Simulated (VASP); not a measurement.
# NaCl (Fm-3m) in VASP: a series of runs, part 3 of 3

VASP 6.6.1. The steps go on from the part before.

## (6) Vibrations by perturbation theory, PBEsol (22.30 Å³/atom)

This run uses another cell than the first one, of 22.30 Å³/atom.

Input file INCAR:

```
SYSTEM = NaCl
PREC = Accurate
ENCUT = 520
EDIFF = 1E-8
ISMEAR = 0
SIGMA = 0.01
LREAL = .FALSE.
LASPH = .TRUE.
NELM = 60
ALGO = Normal
ISIF = 2
LWAVE = .FALSE.
LCHARG = .FALSE.
GGA = PS
NBANDS = 14
IBRION = 8
NSW = 1
```

Input file KPOINTS:

```
Automatic mesh
0
G
  6 6 6
  0 0 0
```

Input file POSCAR:

```
NaCl
1.0
    0.0000000000      2.8148879345      2.8148879345
    2.8148879345      0.0000000000      2.8148879345
    2.8148879345      2.8148879345      0.0000000000
Na Cl
1 1
Direct
    0.0000000000      0.0000000000      0.0000000000
    0.5000000000      0.5000000000      0.5000000000
```

Potentials or basis: VASP PAW PBE potentials, release 64 (Na_pv, Cl).

Run with:

```sh
cat potpaw_PBE.64/Na_pv/POTCAR potpaw_PBE.64/Cl/POTCAR > POTCAR
mpirun -np 1 vasp_std > vasp.out
```

OUTCAR:

```text
SYSTEM = NaCl
   PREC = Accurate
   ENCUT = 520
   EDIFF = 1E-8
   ISMEAR = 0
   LREAL = .FALSE.
   LASPH = .TRUE.
   NELM = 60
   ISIF = 2
   GGA = PS
   IBRION = 8
   NSW = 1

 ion  position               nearest neighbor table
   1  0.000  0.000  0.000-
   2  0.500  0.500  0.500-

  LATTYP: Found a face centered cubic cell.
 ALAT       =     5.6297758690

  Lattice vectors:

 A1 = (   0.0000000000,   2.8148879345,   2.8148879345)
 A2 = (   2.8148879345,   0.0000000000,   2.8148879345)
 A3 = (   2.8148879345,   2.8148879345,   0.0000000000)

Analysis of symmetry for initial positions (statically):
=====================================================================
 Subroutine PRICEL returns:
 Original cell was already a primitive cell.

 Routine SETGRP: Setting up the symmetry group for a
 face centered cubic supercell.

 Subroutine GETGRP returns: Found 48 space group operations
 (whereof 48 operations were pure point group operations)
 out of a pool of 48 trial point group operations.

The static configuration has the point symmetry O_h .

Analysis of symmetry for dynamics (positions and initial velocities):
=====================================================================
 Subroutine PRICEL returns:
 Original cell was already a primitive cell.

 Routine SETGRP: Setting up the symmetry group for a
 face centered cubic supercell.

 Subroutine GETGRP returns: Found 48 space group operations
 (whereof 48 operations were pure point group operations)
 out of a pool of 48 trial point group operations.

The dynamic configuration has the point symmetry O_h .

 Subroutine INISYM returns: Found 48 space group operations
 (whereof 48 operations are pure point group operations),
 and found     1 'primitive' translations

----------------------------------------------------------------------------------------

                                     Primitive cell

  volume of cell :      44.6081

  direct lattice vectors                    reciprocal lattice vectors
     0.000000000  2.814887935  2.814887935    -0.177626965  0.177626965  0.177626965
     2.814887935  0.000000000  2.814887935     0.177626965 -0.177626965  0.177626965
     2.814887935  2.814887935  0.000000000     0.177626965  0.177626965 -0.177626965

  length of vectors
     3.980852694  3.980852694  3.980852694     0.307658928  0.307658928  0.307658928

  position of ions in fractional coordinates (direct lattice)
     0.000000000  0.000000000  0.000000000
     0.500000000  0.500000000  0.500000000

  ion indices of the primitive-cell ions
   primitive index   ion index
                 1           1
                 2           2

[... 126 lines left out ...]
      5      -0.7536      2.00000
      6      -0.7536      2.00000
      7      -0.7536      2.00000
      8       4.1983      0.00000
      9      10.2493      0.00000
     10      10.2493      0.00000
     11      10.2493      0.00000
     12      12.4768      0.00000
     13      12.4768      0.00000
     14      13.8612      0.00000
[... 243 lines left out ...]
      3     -21.4048      2.00000
      4     -12.9962      2.00000
      5      -2.2389      2.00000
      6      -1.6958      2.00000
      7      -1.4915      2.00000
      8       7.5637      0.00000
      9       7.9702      0.00000
     10       9.6026      0.00000
     11      11.2192      0.00000
     12      14.3350      0.00000
     13      15.4500      0.00000
     14      15.5289      0.00000

------------------------ aborting loop because EDIFF is reached ----------------------------------------

  FORCE on cell =-STRESS in cart. coord.  units (eV):
  Direction    XX          YY          ZZ          XY          YZ          ZX
  --------------------------------------------------------------------------------------
  -------------------------------------------------------------------------------------
  Total       -0.0987062     -0.0987062     -0.0987062      0.0000000     -0.0000000      0.0000000
  in kB       -3.5452084     -3.5452084     -3.5452084      0.0000000     -0.0000000      0.0000000
  external PRESSURE =      -3.5452084 kB  Pullay stress =       0.0000000 kB

 VOLUME and BASIS-vectors are now :
 -----------------------------------------------------------------------------
  energy-cutoff  :      520.00
  volume of cell :       44.61
      direct lattice vectors                 reciprocal lattice vectors
     0.000000000  2.814887935  2.814887935    -0.177626965  0.177626965  0.177626965
     2.814887935  0.000000000  2.814887935     0.177626965 -0.177626965  0.177626965
     2.814887935  2.814887935  0.000000000     0.177626965  0.177626965 -0.177626965

 POSITION                                       TOTAL-FORCE (eV/Angst)
 -----------------------------------------------------------------------------------
      0.00000      0.00000      0.00000         0.000000      0.000000      0.000000
      2.81489      2.81489      2.81489        -0.000000     -0.000000     -0.000000
 -----------------------------------------------------------------------------------
    total drift:                               -0.000000      0.000000      0.000000

  FREE ENERGIE OF THE ION-ELECTRON SYSTEM (eV)
  ---------------------------------------------------
  free  energy   TOTEN  =        -6.9977672487 eV

  energy  without entropy=       -6.9977672487  energy(sigma->0) =       -6.99776725

[... ionic steps 2 to 3 ...]

--------------------------------------- Ionic step        4  -------------------------------------------

------------------------ aborting loop because EDIFF is reached ----------------------------------------

[... ionic steps 5 to 6 ...]

--------------------------------------- Ionic step        7  -------------------------------------------

 Free energy of the ion-electron system (eV)
  ---------------------------------------------------
  ---------------------------------------------------
  free energy    TOTEN  =        -0.19382888 eV

  energy without entropy =       -0.19382888

------------------------ aborting loop because EDIFF is reached ----------------------------------------

 INTERNAL STRAIN TENSOR  FOR ION    2  DIRECTION 1   (eV/Angst):
 -----------------------------------------------------------------------------
     0.00362 -0.00000 -0.00000
    -0.00000  0.00244  0.00000
     0.00000  0.00000  0.00244

 INTERNAL STRAIN TENSOR FOR ION    2 for displacements in x,y,z  (eV/Angst):
          X           Y           Z          XY          YZ          ZX
  --------------------------------------------------------------------------------
  x     0.00000     0.00000     0.00000     0.00000     0.00000     0.00000
  y     0.00000     0.00000     0.00000     0.00000     0.00000     0.00000
  z     0.00000     0.00000     0.00000     0.00000     0.00000     0.00000

 SECOND DERIVATIVES (NOT SYMMETRIZED)
 ------------------------------------
               1X          1Y          1Z          2X          2Y          2Z
  1X    -1.337431    0.000000    0.000000    1.337431    0.000000    0.000000
  1Y     0.000000   -1.337431    0.000000    0.000000    1.337431    0.000000
  1Z     0.000000    0.000000   -1.337431    0.000000    0.000000    1.337431
  2X     1.329598    0.000000    0.000000   -1.329598    0.000000    0.000000
  2Y     0.000000    1.329598    0.000000    0.000000   -1.329598    0.000000
  2Z     0.000000    0.000000    1.329598    0.000000    0.000000   -1.329598

 Eigenvectors and eigenvalues of the dynamical matrix
 ----------------------------------------------------

   1 f  =    4.835666 THz    30.383387 2PiTHz  161.300465 cm-1    19.998700 meV
             X         Y         Z           dx          dy          dz
      0.000000  0.000000  0.000000     0.744405   -0.232136   -0.000000
      2.814888  2.814888  2.814888    -0.597691    0.186385   -0.000000
[... 21 lines left out ...]
   6 f/i=    0.006933 THz     0.043563 2PiTHz    0.231268 cm-1     0.028674 meV
             X         Y         Z           dx          dy          dz
      0.000000  0.000000  0.000000     0.003011   -0.140661   -0.610065
      2.814888  2.814888  2.814888     0.003750   -0.175189   -0.759816

--------------------------------------------------------------------------------------------------------

 ELASTIC MODULI CONTR FROM IONIC RELAXATION (kBar)
 Direction    XX          YY          ZZ          XY          YZ          ZX
 --------------------------------------------------------------------------------
 XX           0.0000      0.0000      0.0000      0.0000      0.0000      0.0000
 YY           0.0000      0.0000      0.0000      0.0000      0.0000      0.0000
 ZZ           0.0000      0.0000      0.0000      0.0000      0.0000      0.0000
 XY           0.0000      0.0000      0.0000      0.0000      0.0000      0.0000
 YZ           0.0000      0.0000      0.0000      0.0000      0.0000      0.0000
 ZX           0.0000      0.0000      0.0000      0.0000      0.0000      0.0000
 --------------------------------------------------------------------------------
```

OSZICAR:

```text
N       E                     dE             d eps       ncg     rms          rms(c)
DAV:   1     0.104727345765E+03    0.10473E+03   -0.70522E+03   456   0.102E+03
DAV:   2     0.183727808343E+01   -0.10289E+03   -0.92618E+02   478   0.285E+02
DAV:   3    -0.700497321113E+01   -0.88423E+01   -0.87747E+01   574   0.742E+01
DAV:   4    -0.715853253894E+01   -0.15356E+00   -0.15348E+00   556   0.106E+01
[... 42 lines left out ...]
RMM:   9    -0.193828784545E+00    0.26941E-05   -0.60550E-09  1609   0.284E-04    0.685E-05
RMM:  10    -0.193828701356E+00    0.83189E-07   -0.12289E-08  1651   0.947E-05    0.284E-05
RMM:  11    -0.193828819458E+00   -0.11810E-06   -0.10035E-07  1805   0.379E-05    0.110E-05
RMM:  12    -0.193828884945E+00   -0.65487E-07    0.18874E-09  1667   0.202E-05    0.626E-07
RMM:  13    -0.193828881136E+00    0.38084E-08   -0.75269E-08  1379   0.143E-05    0.257E-07
 Linear response finished
```

Wall time 74 s (1 thread of Intel Xeon Platinum 8259CL at 2.50GHz (Skylake/Cascade Lake), shared host); peak memory 0.21 GiB.

What came out:

* Highest phonon frequency at Γ, LO-TO splitting left out: 161 cm⁻¹

Phonon frequencies in cm⁻¹ (negative: imaginary):
| q point | frequencies |
| --- | --- |
| (0.000, 0.000, 0.000) | 0 0 0 161 161 161 |

Caveat: the PAW data sets were made with another functional, which shifts forces and pressure a little.

## (7) Vibrations by perturbation theory, PBEsol (22.30 Å³/atom)

This run uses another cell than the first one, of 22.30 Å³/atom.

Input file INCAR:

```
PREC = Accurate
ENCUT = 520
EDIFF = 1E-8
ISMEAR = 0
SIGMA = 0.01
LREAL = F
LASPH = T
NELM = 60
ALGO = Normal
ISIF = 2
LWAVE = F
LCHARG = F
GGA = PS
NBANDS = 14
IBRION = 8
NSW = 1
```

Input file KPOINTS:

```
Automatic mesh
0
Gamma
  6 6 6
```

POSCAR is that of step 6.

Potentials or basis: VASP PAW PBE potentials, release 64 (Na_pv, Cl).

Run with:

```sh
cat potpaw_PBE.64/Na_pv/POTCAR potpaw_PBE.64/Cl/POTCAR > POTCAR
mpirun -np 1 vasp_std > vasp.out
```

OUTCAR:

```text
PREC = Accurate
   ENCUT = 520
   EDIFF = 1E-8
   ISMEAR = 0
   LREAL = F
   LASPH = T
   NELM = 60
   ISIF = 2
   GGA = PS
   IBRION = 8
   NSW = 1

 ion  position               nearest neighbor table
   1  0.000  0.000  0.000-
   2  0.500  0.500  0.500-

  LATTYP: Found a face centered cubic cell.
 ALAT       =     5.6297758690

  Lattice vectors:

 A1 = (   0.0000000000,   2.8148879345,   2.8148879345)
 A2 = (   2.8148879345,   0.0000000000,   2.8148879345)
 A3 = (   2.8148879345,   2.8148879345,   0.0000000000)

Analysis of symmetry for initial positions (statically):
=====================================================================
 Subroutine PRICEL returns:
 Original cell was already a primitive cell.

 Routine SETGRP: Setting up the symmetry group for a
 face centered cubic supercell.

 Subroutine GETGRP returns: Found 48 space group operations
 (whereof 48 operations were pure point group operations)
 out of a pool of 48 trial point group operations.

The static configuration has the point symmetry O_h .

Analysis of symmetry for dynamics (positions and initial velocities):
=====================================================================
 Subroutine PRICEL returns:
 Original cell was already a primitive cell.

 Routine SETGRP: Setting up the symmetry group for a
 face centered cubic supercell.

 Subroutine GETGRP returns: Found 48 space group operations
 (whereof 48 operations were pure point group operations)
 out of a pool of 48 trial point group operations.

The dynamic configuration has the point symmetry O_h .

 Subroutine INISYM returns: Found 48 space group operations
 (whereof 48 operations are pure point group operations),
 and found     1 'primitive' translations

----------------------------------------------------------------------------------------

                                     Primitive cell

  volume of cell :      44.6081

  direct lattice vectors                    reciprocal lattice vectors
     0.000000000  2.814887935  2.814887935    -0.177626965  0.177626965  0.177626965
     2.814887935  0.000000000  2.814887935     0.177626965 -0.177626965  0.177626965
     2.814887935  2.814887935  0.000000000     0.177626965  0.177626965 -0.177626965

  length of vectors
     3.980852694  3.980852694  3.980852694     0.307658928  0.307658928  0.307658928

  position of ions in fractional coordinates (direct lattice)
     0.000000000  0.000000000  0.000000000
     0.500000000  0.500000000  0.500000000

  ion indices of the primitive-cell ions
   primitive index   ion index
                 1           1
                 2           2

----------------------------------------------------------------------------------------
[... 129 lines left out ...]
      9      10.2493      0.00000
     10      10.2493      0.00000
     11      10.2493      0.00000
     12      12.4768      0.00000
     13      12.4768      0.00000
     14      13.8612      0.00000
[... 243 lines left out ...]
      3     -21.4048      2.00000
      4     -12.9962      2.00000
      5      -2.2389      2.00000
      6      -1.6958      2.00000
      7      -1.4915      2.00000
      8       7.5637      0.00000
      9       7.9702      0.00000
     10       9.6026      0.00000
     11      11.2192      0.00000
     12      14.3350      0.00000
     13      15.4500      0.00000
     14      15.5289      0.00000

------------------------ aborting loop because EDIFF is reached ----------------------------------------

  FORCE on cell =-STRESS in cart. coord.  units (eV):
  Direction    XX          YY          ZZ          XY          YZ          ZX
  --------------------------------------------------------------------------------------
  -------------------------------------------------------------------------------------
  Total       -0.0987062     -0.0987062     -0.0987062      0.0000000     -0.0000000      0.0000000
  in kB       -3.5452084     -3.5452084     -3.5452084      0.0000000     -0.0000000      0.0000000
  external PRESSURE =      -3.5452084 kB  Pullay stress =       0.0000000 kB

 VOLUME and BASIS-vectors are now :
 -----------------------------------------------------------------------------
  energy-cutoff  :      520.00
  volume of cell :       44.61
      direct lattice vectors                 reciprocal lattice vectors
     0.000000000  2.814887935  2.814887935    -0.177626965  0.177626965  0.177626965
     2.814887935  0.000000000  2.814887935     0.177626965 -0.177626965  0.177626965
     2.814887935  2.814887935  0.000000000     0.177626965  0.177626965 -0.177626965

 POSITION                                       TOTAL-FORCE (eV/Angst)
 -----------------------------------------------------------------------------------
      0.00000      0.00000      0.00000         0.000000      0.000000      0.000000
      2.81489      2.81489      2.81489        -0.000000     -0.000000     -0.000000
 -----------------------------------------------------------------------------------
    total drift:                               -0.000000      0.000000      0.000000

  FREE ENERGIE OF THE ION-ELECTRON SYSTEM (eV)
  ---------------------------------------------------
  free  energy   TOTEN  =        -6.9977672487 eV

  energy  without entropy=       -6.9977672487  energy(sigma->0) =       -6.99776725

[... ionic steps 2 to 3 ...]

--------------------------------------- Ionic step        4  -------------------------------------------

------------------------ aborting loop because EDIFF is reached ----------------------------------------

[... ionic steps 5 to 6 ...]

--------------------------------------- Ionic step        7  -------------------------------------------

 Free energy of the ion-electron system (eV)
  ---------------------------------------------------
  ---------------------------------------------------
  free energy    TOTEN  =        -0.19382888 eV

  energy without entropy =       -0.19382888

------------------------ aborting loop because EDIFF is reached ----------------------------------------

 INTERNAL STRAIN TENSOR  FOR ION    2  DIRECTION 1   (eV/Angst):
 -----------------------------------------------------------------------------
     0.00362 -0.00000 -0.00000
    -0.00000  0.00244  0.00000
     0.00000  0.00000  0.00244

 INTERNAL STRAIN TENSOR FOR ION    2 for displacements in x,y,z  (eV/Angst):
          X           Y           Z          XY          YZ          ZX
  --------------------------------------------------------------------------------
  x     0.00000     0.00000     0.00000     0.00000     0.00000     0.00000
  y     0.00000     0.00000     0.00000     0.00000     0.00000     0.00000
  z     0.00000     0.00000     0.00000     0.00000     0.00000     0.00000

 SECOND DERIVATIVES (NOT SYMMETRIZED)
 ------------------------------------
               1X          1Y          1Z          2X          2Y          2Z
  1X    -1.337431    0.000000    0.000000    1.337431    0.000000    0.000000
  1Y     0.000000   -1.337431    0.000000    0.000000    1.337431    0.000000
  1Z     0.000000    0.000000   -1.337431    0.000000    0.000000    1.337431
  2X     1.329598    0.000000    0.000000   -1.329598    0.000000    0.000000
  2Y     0.000000    1.329598    0.000000    0.000000   -1.329598    0.000000
  2Z     0.000000    0.000000    1.329598    0.000000    0.000000   -1.329598

 Eigenvectors and eigenvalues of the dynamical matrix
 ----------------------------------------------------

   1 f  =    4.835666 THz    30.383387 2PiTHz  161.300465 cm-1    19.998700 meV
             X         Y         Z           dx          dy          dz
      0.000000  0.000000  0.000000     0.744405   -0.232136   -0.000000
      2.814888  2.814888  2.814888    -0.597691    0.186385   -0.000000
[... 21 lines left out ...]
   6 f/i=    0.006933 THz     0.043563 2PiTHz    0.231268 cm-1     0.028674 meV
             X         Y         Z           dx          dy          dz
      0.000000  0.000000  0.000000     0.003011   -0.140661   -0.610065
      2.814888  2.814888  2.814888     0.003750   -0.175189   -0.759816

--------------------------------------------------------------------------------------------------------

 ELASTIC MODULI CONTR FROM IONIC RELAXATION (kBar)
 Direction    XX          YY          ZZ          XY          YZ          ZX
 --------------------------------------------------------------------------------
 XX           0.0000      0.0000      0.0000      0.0000      0.0000      0.0000
 YY           0.0000      0.0000      0.0000      0.0000      0.0000      0.0000
 ZZ           0.0000      0.0000      0.0000      0.0000      0.0000      0.0000
 XY           0.0000      0.0000      0.0000      0.0000      0.0000      0.0000
 YZ           0.0000      0.0000      0.0000      0.0000      0.0000      0.0000
 ZX           0.0000      0.0000      0.0000      0.0000      0.0000      0.0000
 --------------------------------------------------------------------------------
```

OSZICAR:

```text
N       E                     dE             d eps       ncg     rms          rms(c)
DAV:   1     0.104727345765E+03    0.10473E+03   -0.70522E+03   456   0.102E+03
DAV:   2     0.183727808343E+01   -0.10289E+03   -0.92618E+02   478   0.285E+02
DAV:   3    -0.700497321113E+01   -0.88423E+01   -0.87747E+01   574   0.742E+01
DAV:   4    -0.715853253894E+01   -0.15356E+00   -0.15348E+00   556   0.106E+01
[... 42 lines left out ...]
RMM:   9    -0.193828784545E+00    0.26941E-05   -0.60550E-09  1609   0.284E-04    0.685E-05
RMM:  10    -0.193828701356E+00    0.83189E-07   -0.12289E-08  1651   0.947E-05    0.284E-05
RMM:  11    -0.193828819458E+00   -0.11810E-06   -0.10035E-07  1805   0.379E-05    0.110E-05
RMM:  12    -0.193828884945E+00   -0.65487E-07    0.18874E-09  1667   0.202E-05    0.626E-07
RMM:  13    -0.193828881136E+00    0.38084E-08   -0.75269E-08  1379   0.143E-05    0.257E-07
 Linear response finished
```

Wall time 74 s (1 thread of Intel Xeon Platinum 8259CL at 2.50GHz (Skylake/Cascade Lake), shared host); peak memory 0.2 GiB.

Results:

| Quantity | Value |
| --- | --- |
| Highest phonon frequency at Γ, LO-TO splitting left out | 161 cm⁻¹ |

Phonon frequencies in cm⁻¹ (negative: imaginary):
| q point | frequencies |
| --- | --- |
| (0.000, 0.000, 0.000) | 0 0 0 161 161 161 |

Caveat: the PAW data sets were made with another functional, which shifts forces and pressure a little.
